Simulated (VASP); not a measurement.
# CdSe (F-43m) in VASP: further runs, part 2 of 2

VASP 6.6.1. Earlier steps stand in the parts before.

## (3) Vibrations by perturbation theory, PBEsol (28.55 Å³/atom)

This run uses another cell than the first one, of 28.55 Å³/atom.

INCAR reads:

```
PREC = Accurate ; ENCUT = 520
EDIFF = 1E-8 ; ISMEAR = 0
SIGMA = 0.01 ; LREAL = F
LASPH = T ; NELM = 60
ALGO = Normal ; ISIF = 2
LWAVE = F ; LCHARG = F
GGA = PS ; IBRION = 8
NSW = 1
```

KPOINTS reads:

```
regular mesh
0
Gamma
  6 6 6
```

POSCAR reads:

```
CdSe
1.0
    0.0000000000      3.0564456117      3.0564456117
    3.0564456117      0.0000000000      3.0564456117
    3.0564456117      3.0564456117      0.0000000000
Cd Se
1 1
Direct
    0.0000000000      0.0000000000      0.0000000000
    0.7500000000      0.7500000000      0.7500000000
```

Potentials or basis: VASP PAW PBE potentials, release 64 (Cd, Se).

Run with:

```console
$ cat potpaw_PBE.64/Cd/POTCAR potpaw_PBE.64/Se/POTCAR > POTCAR
$ mpirun -np 1 vasp_std > vasp.out
```

OUTCAR:

```text
PREC = Accurate
   ENCUT = 520
   EDIFF = 1E-8
   ISMEAR = 0
   LREAL = F
   LASPH = T
   NELM = 60
   ISIF = 2
   GGA = PS
   IBRION = 8
   NSW = 1

 ion  position               nearest neighbor table
   1  0.000  0.000  0.000-   2 2.65   2 2.65   2 2.65   2 2.65
   2  0.750  0.750  0.750-   1 2.65   1 2.65   1 2.65   1 2.65

  LATTYP: Found a face centered cubic cell.
 ALAT       =     6.1128912234

  Lattice vectors:

 A1 = (   0.0000000000,   3.0564456117,   3.0564456117)
 A2 = (   3.0564456117,   0.0000000000,   3.0564456117)
[... 498 lines left out ...]
               1X          1Y          1Z          2X          2Y          2Z
  1X    -4.641557    0.000000    0.000000    4.641557    0.000000    0.000000
  1Y     0.000000   -4.641557    0.000000    0.000000    4.641557    0.000000
  1Z     0.000000    0.000000   -4.641557    0.000000    0.000000    4.641557
  2X     4.622589    0.000000    0.000000   -4.622589    0.000000    0.000000
  2Y     0.000000    4.622589    0.000000    0.000000   -4.622589    0.000000
  2Z     0.000000    0.000000    4.622589    0.000000    0.000000   -4.622589

 Eigenvectors and eigenvalues of the dynamical matrix
 ----------------------------------------------------

   1 f  =    4.939591 THz    31.036366 2PiTHz  164.767025 cm-1    20.428498 meV
             X         Y         Z           dx          dy          dz
      0.000000  0.000000  0.000000    -0.617380    0.180103    0.000000
      4.584668  4.584668  4.584668     0.735129   -0.214454   -0.000000
[... 21 lines left out ...]
   6 f/i=    0.004981 THz     0.031296 2PiTHz    0.166144 cm-1     0.020599 meV
             X         Y         Z           dx          dy          dz
      0.000000  0.000000  0.000000     0.673777   -0.336282    0.139084
      4.584668  4.584668  4.584668     0.565854   -0.282418    0.116806

--------------------------------------------------------------------------------------------------------

 ELASTIC MODULI CONTR FROM IONIC RELAXATION (kBar)
 Direction    XX          YY          ZZ          XY          YZ          ZX
 --------------------------------------------------------------------------------
 XX          -0.0000     -0.0000     -0.0000      0.0000      0.0000     -0.0000
 YY          -0.0000     -0.0000      0.0000      0.0000      0.0000      0.0000
 ZZ          -0.0000      0.0000     -0.0000      0.0000      0.0000     -0.0000
 XY           0.0000      0.0000      0.0000   -198.0483      0.0000      0.0000
 YZ           0.0000      0.0000      0.0000      0.0000   -198.0483      0.0000
 ZX          -0.0000      0.0000     -0.0000      0.0000      0.0000   -198.0483
 --------------------------------------------------------------------------------
```

OSZICAR:

```text
N       E                     dE             d eps       ncg     rms          rms(c)
DAV:   1     0.109880655494E+03    0.10988E+03   -0.89561E+03   416   0.124E+03
DAV:   2    -0.167091604063E+01   -0.11155E+03   -0.10735E+03   451   0.292E+02
DAV:   3    -0.652808681552E+01   -0.48572E+01   -0.48404E+01   506   0.638E+01
[... 38 lines left out ...]
RMM:   6    -0.843871434591E-01    0.51996E-05    0.99812E-08  1956   0.121E-03    0.148E-03
RMM:   7    -0.843883001357E-01   -0.11567E-05    0.39580E-08  1926   0.112E-03    0.848E-05
RMM:   8    -0.843881192303E-01    0.18091E-06    0.62738E-09  1978   0.168E-04    0.599E-05
RMM:   9    -0.843880247968E-01    0.94434E-07   -0.13011E-09  1916   0.107E-04    0.120E-05
RMM:  10    -0.843881239216E-01   -0.99125E-07    0.81705E-10  1938   0.172E-05    0.960E-06
RMM:  11    -0.843881199911E-01    0.39305E-08    0.45388E-10  1809   0.837E-06    0.219E-06
 Linear response finished
```

stdout:

```text
POSCAR found type information on POSCAR CdSe
 POSCAR found :  2 types and       2 ions
 scaLAPACK will be used
 -----------------------------------------------------------------------------
|                                                                             |
|                                                                             |
|     You enforced a specific xc type in the INCAR file but a different       |
|     I HOPE YOU KNOW WHAT YOU ARE DOING!                                     |
|                                                                             |
 -----------------------------------------------------------------------------

 LDA part: xc-table for (Slater+PW92), standard interpolation
 POSCAR, INCAR and KPOINTS ok, starting setup
 FFT: planning ... GRIDC
 FFT: planning ... GRID_SOFT
 FFT: planning ... GRID
 WAVECAR not read
 entering main loop
 Linear response reoptimize wavefunctions to high precision
 Linear response DOF=           2
 Linear response progress:
 first order change of Fermi-energy   0.42810E+00
 force on displaced ion       1 direction 1 :  -4.642  -0.000  -0.000
 Linear response progress:
 first order change of Fermi-energy  -0.42767E+00
 force on displaced ion       2 direction 1 :  -4.623   0.000   0.000
 Linear response finished
```

Wall time 4.4 min (1 thread of Intel Xeon 8259CL, shared host); peak memory 0.27 GiB.

Results:

```yaml
Highest_phonon_frequency_at_Γ_LO-TO_splitting_left_out: 165 cm⁻¹
```

Phonon frequencies in cm⁻¹ (negative: imaginary):
```csv
q point,frequencies
"(0.000, 0.000, 0.000)",0 0 0 165 165 165
```

Caveat: the PAW data sets were made with another functional, which shifts forces and pressure a little.

## (4) Vibrations by perturbation theory, PBEsol (28.55 Å³/atom)

This run uses another cell than the first one, of 28.55 Å³/atom.

INCAR reads:

```
SYSTEM = CdSe
ALGO     = Normal         ! electronic algorithm
EDIFF    = 1E-8           ! SCF threshold, eV
ENCUT    = 520            ! plane-wave cutoff, eV
GGA      = PS             ! functional
IBRION   = 8              ! ionic algorithm
ISIF     = 2              ! what is computed and relaxed
ISMEAR   = 0              ! smearing method
LASPH    = .True.         ! aspherical terms in the spheres
LCHARG   = .True.         ! write CHGCAR
LREAL    = .False.        ! projectors in reciprocal space
LWAVE    = .False.        ! write WAVECAR
NBANDS   = 16             ! bands
NELM     = 60             ! most SCF steps
NSW      = 1              ! ionic steps
PREC     = Accurate       ! precision mode
SIGMA    = 0.01           ! smearing width, eV
```

KPOINTS reads:

```
k-points
0
Gamma
  6 6 6
  0 0 0
```

POSCAR is that of step 3.

Potentials or basis: VASP PAW PBE potentials, release 64 (Cd, Se).

Run with:

```console
$ cat potpaw_PBE.64/Cd/POTCAR potpaw_PBE.64/Se/POTCAR > POTCAR
$ mpirun -np 1 vasp_std > vasp.out
```

OUTCAR:

```text
SYSTEM = CdSe
   EDIFF = 1E-8
   ENCUT = 520
   GGA = PS
   IBRION = 8
   ISIF = 2
   ISMEAR = 0
   LASPH = .True.
   LREAL = .False.
   NELM = 60
   NSW = 1
   PREC = Accurate

 ion  position               nearest neighbor table
   1  0.000  0.000  0.000-   2 2.65   2 2.65   2 2.65   2 2.65
   2  0.750  0.750  0.750-   1 2.65   1 2.65   1 2.65   1 2.65

  LATTYP: Found a face centered cubic cell.
 ALAT       =     6.1128912234
[... 550 lines left out ...]
 ------------------------------------
               1X          1Y          1Z          2X          2Y          2Z
  1X    -4.641962    0.000000    0.000000    4.641962    0.000000    0.000000
  1Y     0.000000   -4.641962    0.000000    0.000000    4.641962    0.000000
  1Z     0.000000    0.000000   -4.641962    0.000000    0.000000    4.641962
  2X     4.622357    0.000000    0.000000   -4.622357    0.000000    0.000000
  2Y     0.000000    4.622357    0.000000    0.000000   -4.622357    0.000000
  2Z     0.000000    0.000000    4.622357    0.000000    0.000000   -4.622357

 Eigenvectors and eigenvalues of the dynamical matrix
 ----------------------------------------------------

   1 f  =    4.939608 THz    31.036470 2PiTHz  164.767575 cm-1    20.428567 meV
             X         Y         Z           dx          dy          dz
      0.000000  0.000000  0.000000     0.578289   -0.281443    0.000000
      4.584668  4.584668  4.584668    -0.688535    0.335098    0.000000
[... 21 lines left out ...]
   6 f/i=    0.005148 THz     0.032346 2PiTHz    0.171721 cm-1     0.021291 meV
             X         Y         Z           dx          dy          dz
      0.000000  0.000000  0.000000    -0.033626   -0.100304   -0.758406
      4.584668  4.584668  4.584668    -0.028242   -0.084243   -0.636972

--------------------------------------------------------------------------------------------------------

 ELASTIC MODULI CONTR FROM IONIC RELAXATION (kBar)
 Direction    XX          YY          ZZ          XY          YZ          ZX
 --------------------------------------------------------------------------------
 XX          -0.0000      0.0000      0.0000      0.0000     -0.0000     -0.0000
 YY           0.0000     -0.0000      0.0000      0.0000      0.0000      0.0000
 ZZ           0.0000      0.0000     -0.0000     -0.0000      0.0000     -0.0000
 XY           0.0000      0.0000     -0.0000   -198.0381      0.0000      0.0000
 YZ          -0.0000      0.0000      0.0000      0.0000   -198.0381      0.0000
 ZX          -0.0000      0.0000     -0.0000      0.0000      0.0000   -198.0381
 --------------------------------------------------------------------------------
```

OSZICAR:

```text
N       E                     dE             d eps       ncg     rms          rms(c)
DAV:   1     0.106494602616E+03    0.10649E+03   -0.88188E+03   520   0.101E+03
DAV:   2    -0.245109987542E+01   -0.10895E+03   -0.10224E+03   616   0.244E+02
DAV:   3    -0.653764389580E+01   -0.40865E+01   -0.40813E+01   608   0.493E+01
[... 37 lines left out ...]
RMM:   6    -0.843871062654E-01    0.56549E-05   -0.38800E-08  2513   0.101E-03    0.140E-03
RMM:   7    -0.843882207616E-01   -0.11145E-05    0.48632E-08  2464   0.889E-04    0.932E-05
RMM:   8    -0.843881127183E-01    0.10804E-06    0.14901E-10  2457   0.132E-04    0.598E-05
RMM:   9    -0.843880557055E-01    0.57013E-07   -0.47237E-09  2481   0.850E-05    0.138E-05
RMM:  10    -0.843881263359E-01   -0.70630E-07    0.49384E-10  2521   0.155E-05    0.896E-06
RMM:  11    -0.843881315371E-01   -0.52011E-08    0.82194E-11  2329   0.697E-06    0.223E-06
 Linear response finished
```

It took 5.1 min on 1 thread of Intel Xeon 8259CL, shared host; peak memory 0.28 GiB.

Results:

```yaml
Highest_phonon_frequency_at_Γ_LO-TO_splitting_left_out: 165 cm⁻¹
```

Phonon frequencies in cm⁻¹ (negative: imaginary):
| q point | frequencies |
| --- | --- |
| (0.000, 0.000, 0.000) | 0 0 0 165 165 165 |

Caveat: the PAW data sets were made with another functional, which shifts forces and pressure a little.
